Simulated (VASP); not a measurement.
# Fe (P6/mmm) in VASP: a series of runs

Fe is run at these levels: BLYP; tasks: single point, relaxation of cell and atoms.

Everything below comes from runs of VASP 6.6.1. Logs are shortened: lines on timing, memory, paths and dates and some standing lists are left out, and cuts for length are marked.

### 1 The cell of the first run

The structure is hexagonal, space group P6/mmm (No. 191). Conventional cell: a = 3.906 Å, b = 3.906 Å, c = 2.464 Å, α = 90.00°, β = 90.00°, γ = 120.00°. Within 3.3 Å of Fe (site symmetry 6/mmm) lie 14 Fe at 2.46 to 2.57 Å. Fe (site symmetry -6m2) has 11 Fe at 2.26 to 2.57 Å within 3.0 Å.

This isn't the form of Fe at room conditions, which is bcc.

### 2 Single point, BLYP

Input file INCAR:

```
AGGAC = 1.0
AGGAX = 1.0
ALDAC = 0.0
ALDAX = 1.0
ALGO = Normal
EDIFF = 1E-6
ENCUT = 520
GGA = B5
ISIF = 2
ISMEAR = -1
LASPH = T
LCHARG = F
LREAL = F
LWAVE = F
NBANDS = 19
NELM = 100
PREC = Accurate
SIGMA = 0.1
```

Input file KPOINTS:

```
k-points
0
Gamma
  9 9 13
```

Input file POSCAR:

```
Fe
1.0
    3.9061338469      0.0000000000      0.0000000000
   -1.9530669234      3.3828111420      0.0000000000
    0.0000000000      0.0000000000      2.4640600602
Fe
3
Direct
    1.0000000000      0.0000000000      0.0000000000
    0.3333333333      0.6666666667      0.5000000000
    0.6666666667      0.3333333333      0.5000000000
```

Potentials or basis: VASP PAW PBE potentials, release 64 (Fe).

On the command line:

```bash
> cat potpaw_PBE.64/Fe/POTCAR > POTCAR
> mpirun -np 1 vasp_std > vasp.out
```

OUTCAR:

```text
EDIFF = 1E-6
   ENCUT = 520
   GGA = B5
   ISIF = 2
   ISMEAR = -1
   LASPH = T
   LREAL = F
   NELM = 100
   PREC = Accurate

 ion  position               nearest neighbor table
   1  0.000  0.000  0.000-   2 2.57   3 2.57   2 2.57   3 2.57   2 2.57   2 2.57   3 2.57   3 2.57
                             3 2.57   3 2.57   2 2.57   2 2.57
   2  0.333  0.667  0.500-   3 2.26   3 2.26   3 2.26   1 2.57   1 2.57   1 2.57   1 2.57   1 2.57
                             1 2.57
   3  0.667  0.333  0.500-   2 2.26   2 2.26   2 2.26   1 2.57   1 2.57   1 2.57   1 2.57   1 2.57
                             1 2.57

  LATTYP: Found a hexagonal cell.
 ALAT       =     3.9061338469
 C/A-ratio  =     0.6308181329

  Lattice vectors:

 A1 = (   3.9061338469,   0.0000000000,   0.0000000000)
 A2 = (  -1.9530669234,   3.3828111420,   0.0000000000)
 A3 = (   0.0000000000,   0.0000000000,   2.4640600602)

Analysis of symmetry for initial positions (statically):
=====================================================================
 Subroutine PRICEL returns:
 Original cell was already a primitive cell.

 Routine SETGRP: Setting up the symmetry group for a
 hexagonal supercell.

 Subroutine GETGRP returns: Found 24 space group operations
 (whereof 24 operations were pure point group operations)
 out of a pool of 24 trial point group operations.

The static configuration has the point symmetry D_6h.

Analysis of symmetry for dynamics (positions and initial velocities):
=====================================================================
 Subroutine PRICEL returns:
 Original cell was already a primitive cell.

 Routine SETGRP: Setting up the symmetry group for a
 hexagonal supercell.

 Subroutine GETGRP returns: Found 24 space group operations
 (whereof 24 operations were pure point group operations)
 out of a pool of 24 trial point group operations.

The dynamic configuration has the point symmetry D_6h.

 Subroutine INISYM returns: Found 24 space group operations
 (whereof 24 operations are pure point group operations),
 and found     1 'primitive' translations

----------------------------------------------------------------------------------------

                                     Primitive cell

  volume of cell :      32.5594

  direct lattice vectors                    reciprocal lattice vectors
     3.906133847  0.000000000  0.000000000     0.256007612  0.147806064  0.000000000
    -1.953066923  3.382811142  0.000000000     0.000000000  0.295612128  0.000000000
     0.000000000  0.000000000  2.464060060     0.000000000  0.000000000  0.405834264

  length of vectors
     3.906133847  3.906133847  2.464060060     0.295612128  0.295612128  0.405834264

  position of ions in fractional coordinates (direct lattice)
     0.000000000  0.000000000  0.000000000
     0.333333333  0.666666667  0.500000000
     0.666666667  0.333333333  0.500000000

  ion indices of the primitive-cell ions
   primitive index   ion index
                 1           1
                 2           2
                 3           3

----------------------------------------------------------------------------------------

 KPOINTS: k-points

Automatic generation of k-mesh.
 Grid dimensions read from file:
 generate k-points for:    9    9   13

 Generating k-lattice:

  Cartesian coordinates                     Fractional coordinates (reciprocal lattice)
     0.028445290  0.016422896  0.000000000     0.111111111  0.000000000  0.000000000
     0.000000000  0.032845792  0.000000000     0.000000000  0.111111111  0.000000000
     0.000000000  0.000000000  0.031218020     0.000000000  0.000000000  0.076923077

  Length of vectors
     0.032845792  0.032845792  0.031218020

  Shift w.r.t. Gamma in fractional coordinates (k-lattice)
     0.000000000  0.000000000  0.000000000

 Subroutine IBZKPT returns following result:
 ===========================================

 Found     84 irreducible k-points:

 Following reciprocal coordinates:
            Coordinates               Weight
  0.000000  0.000000  0.000000      1.000000
  0.111111 -0.000000  0.000000      6.000000
  0.222222 -0.000000  0.000000      6.000000
  0.333333 -0.000000  0.000000      6.000000
  0.444444 -0.000000  0.000000      6.000000
  0.111111  0.111111  0.000000      6.000000
[... 16 lines left out ...]
  0.333333  0.222222  0.076923     24.000000
  0.333333  0.333333  0.076923      4.000000
 [... further k-points ...]
   k-points           NKPTS =     84   k-points in BZ     NKDIM =     84   number of bands    NBANDS=     19
   number of dos      NEDOS =    301   number of ions     NIONS =      3
   total plane-waves  NPLWV =  16200
   dimension x,y,z NGX =    30 NGY =   30 NGZ =   18
   dimension x,y,z NGXF=    60 NGYF=   60 NGZF=   36
   ions per type =               3
   NGX,Y,Z   is equivalent  to a cutoff of  12.77, 12.77, 12.14 a.u.
   NGXF,Y,Z  is equivalent  to a cutoff of  25.54, 25.54, 24.29 a.u.
 SYSTEM =  unknown system
   PREC   = accura    normal or accurate (medium, high low for compatibility)
   ISTART =      0    job   : 0-new  1-cont  2-samecut
   ICHARG =      2    charge: 1-file 2-atom 10-const
   ISPIN  =      1    spin polarized calculation?
   LNONCOLLINEAR =      F non collinear calculations
   LSORBIT =      F    spin-orbit coupling
   LASPH  =      T    aspherical Exc in radial PAW
   ENCUT  =  520.0 eV  38.22 Ry    6.18 a.u.   7.26  7.26  4.58*2*pi/ulx,y,z
   NELM   =    100;   NELMIN=  2; NELMDL= -5     # of ELM steps
   EDIFF  = 0.1E-05   stopping-criterion for ELM
   LREAL  =      F    real-space projection
   EDIFFG = 0.1E-04   stopping-criterion for IOM
   NSW    =      0    number of steps for IOM
   IBRION =     -1    ionic relax: 0-MD 1-quasi-New 2-CG
   NFREE  =      0    steps in history (QN), initial steepest desc. (CG)
   ISIF   =      2    stress and relaxation
   ISYM   =      2    0-nonsym 1-usesym 2-fastsym
   POTIM  = 0.5000    time-step for ionic-motion
   TEBEG  =    0.0;   TEEND  =   0.0 temperature during run
   PSTRESS=    0.0 pullay stress
   NELECT =      24.0000    total number of electrons
   NUPDOWN=      -1.0000    fix difference up-down
   EMIN   =  10.00;   EMAX   =-10.00  energy-range for DOS
   EFERMI =   0.00;   METHOD = LEGACY
   ISMEAR =    -1;   SIGMA  =   0.10  broadening in eV -4-tet -1-fermi 0-gaus
   EFERMI_NEDOS =   21; number of points for ismear=-14 and -15
   IALGO  =     38    algorithm
   IMIX   =      4    mixing-type and parameters
     AMIX     =   0.40;   BMIX     =  1.00
     AMIX_MAG =   1.60;   BMIX_MAG =  1.00
  volume/ion in A,a.u.               =      10.85        73.24
  Fermi-wavevector in a.u.,A,eV,Ry     =   1.478835  2.794594 29.755320  2.186954
  Thomas-Fermi vector in A             =   2.593068
   LORBIT       =      0    0 simple, 1 ext, 2 COOP (PROOUT), +10 PAW based schemes
   GGA     = B5    functional components
   LHFCALC =     F    Hartree Fock is set to
   AEXX    =    0.0000 exact exchange contribution
   IVDW    =     0    specifies the selected vdW correction
   LEPSILON=     F    determine dielectric tensor
   LRPA    =     F    only Hartree local field effects (RPA)
 non-spin polarized calculation
  energy-cutoff  :      520.00
  volume of cell :       32.56
 maximum number of plane-waves:       915
 NGX is ok and might be reduce to    30
   NGX = 15   NGY = 15   NGZ =  9

 number of electron      23.9999984 magnetization

 Free energy of the ion-electron system (eV)
  ---------------------------------------------------
  ext. energy  EPLUGINS =         0.00000000
  ---------------------------------------------------
  free energy    TOTEN  =       -20.81334787 eV

  energy without entropy =      -20.61947858  energy(sigma->0) =      -20.71641323

 E-fermi :   6.8202     XC(G=0): -12.7831

 val. band max:        6.8177954996   @ k =   0.4444  -0.0000   0.1538
 cond. band min:       6.8206186061   @ k =   0.0000   0.0000   0.3077
 fundamental gap:      0.0028231065
 Fermi energy:         6.8202144142

 k-point     1 :       0.0000    0.0000    0.0000
  band No.  band energies     occupation
      1      -1.6404      2.00000
      2       2.7189      2.00000
      3       4.1995      2.00000
      4       4.1995      2.00000
      5       4.2369      2.00000
      6       4.2369      2.00000
[... 11 lines left out ...]
     18      14.6245      0.00000
     19      14.6553      0.00000

 k-point     2 :       0.1111   -0.0000    0.0000
  band No.  band energies     occupation
      1      -1.4588      2.00000
      2       2.7561      2.00000
      3       3.7157      2.00000
      4       3.9437      2.00000
      5       4.2499      2.00000
      6       4.6816      2.00000
[... 11 lines left out ...]
     18      12.8805      0.00000
     19      15.5432      0.00000

 k-point     3 :       0.2222   -0.0000    0.0000
  band No.  band energies     occupation
      1      -0.9293      2.00000
      2       2.7283      2.00000
      3       3.2828      2.00000
      4       3.8431      2.00000
      5       3.8711      2.00000
      6       4.7534      2.00000
[... 11 lines left out ...]
     18      11.2500      0.00000
     19      15.4854      0.00000

 k-point     4 :       0.3333   -0.0000    0.0000
  band No.  band energies     occupation
      1      -0.1022      2.00000
      2       2.3992      2.00000
      3       2.9382      2.00000
      4       3.6777      2.00000
      5       3.8794      2.00000
      6       4.5775      2.00000
[... 11 lines left out ...]
     18       9.7550      0.00000
     19      15.4006      0.00000

 k-point     5 :       0.4444   -0.0000    0.0000
  band No.  band energies     occupation
      1       0.9183      2.00000
      2       1.9433      2.00000
      3       2.2947      2.00000
      4       3.9433      2.00000
      5       3.9701      2.00000
      6       4.2859      2.00000
[... 11 lines left out ...]
     18       8.4046      0.00000
     19      15.3653      0.00000
[... 334 lines left out ...]
      2       1.7234      2.00000
      3       2.3147      2.00000
      4       4.0684      2.00000
      5       4.1373      2.00000
      6       4.2600      2.00000
[... 11 lines left out ...]
     18       8.3617      0.00000
     19      16.1143      0.00000

 k-point    22 :       0.2222    0.2222    0.0769
  band No.  band energies     occupation
      1       0.4680      2.00000
      2       2.3236      2.00000
      3       2.7150      2.00000
      4       3.7781      2.00000
      5       4.3174      2.00000
      6       4.7047      2.00000
[... 11 lines left out ...]
     18       8.8592      0.00000
     19      18.0538      0.00000

 k-point    23 :       0.3333    0.2222    0.0769
  band No.  band energies     occupation
      1       1.2939      2.00000
      2       2.0035      2.00000
      3       2.3593      2.00000
      4       4.0801      2.00000
      5       4.2402      2.00000
      6       4.5202      2.00000
[... 11 lines left out ...]
     18       8.0594      0.00001
     19      17.9190      0.00000

 k-point    24 :       0.3333    0.3333    0.0769
  band No.  band energies     occupation
      1       1.6017      2.00000
      2       2.0902      2.00000
      3       2.0902      2.00000
      4       4.2268      2.00000
      5       4.2268      2.00000
      6       4.6062      2.00000
[... 11 lines left out ...]
     18       7.6695      0.00041
     19      20.0880      0.00000

 [... further k-points ...]
[... 5 lines left out ...]
  --------------------------------------------------------------------------------------
  -------------------------------------------------------------------------------------
  Total        0.0292686      0.0292686      0.0379744      0.0000000     -0.0000000      0.0000000
  in kB        1.4402451      1.4402451      1.8686389      0.0000000     -0.0000000      0.0000000
  external PRESSURE =       1.5830430 kB  Pullay stress =       0.0000000 kB

 VOLUME and BASIS-vectors are now :
 -----------------------------------------------------------------------------
  energy-cutoff  :      520.00
  volume of cell :       32.56
      direct lattice vectors                 reciprocal lattice vectors
     3.906133847  0.000000000  0.000000000     0.256007612  0.147806064  0.000000000
    -1.953066923  3.382811142  0.000000000     0.000000000  0.295612128  0.000000000
     0.000000000  0.000000000  2.464060060     0.000000000  0.000000000  0.405834264

 POSITION                                       TOTAL-FORCE (eV/Angst)
 -----------------------------------------------------------------------------------
      0.00000      0.00000      0.00000         0.000000      0.000000      0.000000
     -0.00000      2.25521      1.23203         0.000000     -0.000000      0.000000
      1.95307      1.12760      1.23203        -0.000000      0.000000      0.000000
 -----------------------------------------------------------------------------------
    total drift:                               -0.000000      0.000000      0.000000

  FREE ENERGIE OF THE ION-ELECTRON SYSTEM (eV)
  ---------------------------------------------------
  free  energy   TOTEN  =       -20.8133478742 eV

  energy  without entropy=      -20.6194785785  energy(sigma->0) =      -20.71641323
```

Run time: 1.8 min. Hardware: 1 thread of Intel Xeon 8259CL, shared host; peak memory 0.17 GiB.

What came out:

```
Free energy            : -20.8133 eV
Pressure               : 0.2 GPa
Band gap on the k mesh : zero (bands 12 and 13 overlap by 1.34 eV)
```

Caveat: the PAW data sets were made with another functional, which shifts forces and pressure a little; the run has no spin polarisation, though such a crystal can be magnetic. Spin polarisation is off, so any magnetic state and its effect on volume and gap are missing.

### 3 Single point, BLYP

Input file INCAR:

```
PREC = Accurate
ENCUT = 520
EDIFF = 1E-7
ISMEAR = -1
SIGMA = 0.1
LREAL = F
LASPH = T
NELM = 60
ALGO = Normal
ISIF = 2
LWAVE = F
LCHARG = F
GGA = B5
ALDAX = 1.0
AGGAX = 1.0
AGGAC = 1.0
ALDAC = 0.0
NBANDS = 19
```

Input file KPOINTS:

```
Automatic mesh
0
Gamma
  12 12 17
```

POSCAR is that of step 2.

Potentials or basis: VASP PAW PBE potentials, release 64 (Fe).

On the command line:

```bash
> cat potpaw_PBE.64/Fe/POTCAR > POTCAR
> mpirun -np 1 vasp_std > vasp.out
```

Wall time 3.5 min (1 thread of Intel Xeon 8259CL, shared host); peak memory 0.21 GiB.

The run converged. Its results:

```
Free energy            : -20.8132 eV
Pressure               : 0.0 GPa
Band gap on the k mesh : zero (bands 12 and 13 overlap by 1.36 eV)
```

Stress tensor (GPa, compression positive):
```
 0.02  0.00  0.00
 0.00  0.02  0.00
 0.00  0.00 -0.08
```

Levels at points of the mesh, in eV from the Fermi level:
```tsv
k point	band 8	band 9	band 10	band 11	band 12	band 13	band 14	band 15	band 16	band 17
(0.00, 0.00, 0.00)	-1.66	-1.25	-1.25	-0.83	-0.83	-0.74	-0.74	0.89	0.89	7.80
(0.50, 0.00, 0.00)	-1.65	-1.57	-0.69	-0.63	0.24	0.43	0.46	0.46	0.78	0.96
```

Caveat: the PAW data sets were made with another functional, which shifts forces and pressure a little; the run has no spin polarisation, though such a crystal can be magnetic. Spin polarisation is off, so any magnetic state and its effect on volume and gap are missing.

### 4 Relaxation of cell and atoms, BLYP

This run uses another cell than the first one, of 11.78 Å³/atom.

Input file INCAR:

```
SYSTEM = Fe
PREC = Accurate
ENCUT = 600
EDIFF = 1E-6
ISMEAR = -1
SIGMA = 0.1
LREAL = .False.
LASPH = .True.
NELM = 100
ALGO = Normal
ISIF = 3
LWAVE = .False.
LCHARG = .False.
GGA = B5
ALDAX = 1.0
AGGAX = 1.0
AGGAC = 1.0
ALDAC = 0.0
IBRION = 2
NSW = 80
EDIFFG = -0.01
```

Input file KPOINTS:

```
Automatic mesh
0
Gamma
  9 9 13
  0 0 0
```

Input file POSCAR:

```
Fe
1.0
    4.0524593180      0.0000000000      0.0000000000
   -2.0262296590      3.5095327172      0.0000000000
    0.0000000000      0.0000000000      2.4841575619
Fe
3
Direct
    0.0000000000      0.0000000000      0.0000000000
    0.3333333333      0.6666666667      0.5000000000
    0.6666666667      0.3333333333      0.5000000000
```

On the command line:

```bash
> cat potpaw_PBE.64/Fe/POTCAR > POTCAR
> mpirun -np 1 vasp_std > vasp.out
```

Run time: 7.3 min. Hardware: 1 thread of Intel Xeon 8259CL, shared host; peak memory 0.19 GiB.

The run converged. Its results:

| Property | Result |
| --- | --- |
| Free energy | -20.8156 eV |
| Relaxed volume | 10.84 Å³/atom |
| Relaxed cell | a = 3.905 Å, b = 3.905 Å, c = 2.464 Å, α = 90.00°, β = 90.00°, γ = 120.00° |
| Space group after relaxing (to 0.1 Å) | P6/mmm (No. 191) |
| Energy gained by relaxing | 58.4 meV/atom |
| Ionic steps | 6 |
| Pressure after relaxing | 0.1 GPa |
| Band gap on the k mesh | zero (bands 12 and 13 overlap by 1.34 eV) |

The path:
```csv
step,energy change (eV),largest force (eV/Å),pressure (GPa),volume (Å³)
1,0.0000,0.0000,-16.39,35.33
2,0.0831,0.0000,29.87,29.51
3,-0.1710,0.0000,0.18,32.51
4,-0.1710,0.0000,0.50,32.45
5,-0.1752,0.0000,0.11,32.53
6,-0.1752,0.0000,0.09,32.53
```

Final structure:
```
Fe
1.0
     3.90477    0.00000    0.00000
    -1.95239    3.38163    0.00000
     0.00000    0.00000    2.46360
Fe
3
Direct
  0.00000 0.00000 0.00000
  0.33333 0.66667 0.50000
  0.66667 0.33333 0.50000
```

Levels at points of the mesh, in eV from the Fermi level:
```
           k point  band 8  band 9  band 10  band 11  band 12  band 13  band 14  band 15  band 16
(0.00, 0.00, 0.00)   -1.66   -1.25    -1.25    -0.83    -0.83    -0.74    -0.74     0.89     0.89
```

Caveat: the PAW data sets were made with another functional, which shifts forces and pressure a little; the run has no spin polarisation, though such a crystal can be magnetic.

### 5 The runs side by side

| task | cell | k mesh | cutoff (eV) | gap on the mesh (eV) | pressure (GPa) |
| --- | --- | --- | --- | --- | --- |
| single point | a = 3.906, b = 3.906, c = 2.464 Å, angles 90.0, 90.0, 120.0°, 3 atoms | 9 × 9 × 13 | 520 | none | 0.2 |
| single point | a = 3.906, b = 3.906, c = 2.464 Å, angles 90.0, 90.0, 120.0°, 3 atoms | 12 × 12 × 17 | 520 | none | 0.0 |
| relaxation of cell and atoms | relaxed from a = 4.052, b = 4.052, c = 2.484 Å, angles 90.0, 90.0, 120.0°, 3 atoms | 9 × 9 × 13 | 600 | none | 0.1 |

Alike in all rows: level BLYP; potentials or basis VASP PAW PBE potentials, release 64 (Fe); no spin polarisation; smearing fermi-dirac 0.1 eV.

Caveats: the PAW data sets were made with another functional, which shifts forces and pressure a little; the run has no spin polarisation, though such a crystal can be magnetic.

Absolute energies hang on the potentials; compare differences alone.
